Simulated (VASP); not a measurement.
A run of VASP 6.6.1:

The input INCAR:

```
  PREC = Accurate
  ENCUT = 520
  EDIFF = 1E-6
  ISMEAR = 0
  SIGMA = 0.15
  LREAL = F
  LASPH = T
  NELM = 80
  ALGO = Normal
  ISIF = 2
  LWAVE = F
  LCHARG = F
  GGA = PS
  NBANDS = 15
```

Contents of KPOINTS:

```
Automatic mesh
0
Gamma
  21 21 18
```

The input POSCAR:

```
TaN
1.0
    2.9999774088      0.0000000000      0.0000000000
   -1.4999887044      2.5980566468      0.0000000000
    0.0000000000      0.0000000000      2.9453005316
Ta N
1 1
Direct
    0.3333333333      0.6666666667      0.5000000000
    0.0000000000      0.0000000000      0.0000000000
```

Potentials or basis: VASP PAW PBE potentials, release 64 (Ta_pv, N).

The run is started by

```console
$ cat potpaw_PBE.64/Ta_pv/POTCAR potpaw_PBE.64/N/POTCAR > POTCAR
$ mpirun -np 1 vasp_std > vasp.out
```

Hardware: 1 thread of Intel Xeon 8259CL (shared host).

Question: Estimate the wall time of this run.

Answer: Wall time 2.3 min on 1 thread of Intel Xeon 8259CL, with other jobs on the host, peak memory 0.28 GiB. Counts: scf iterations 12, k points 480.
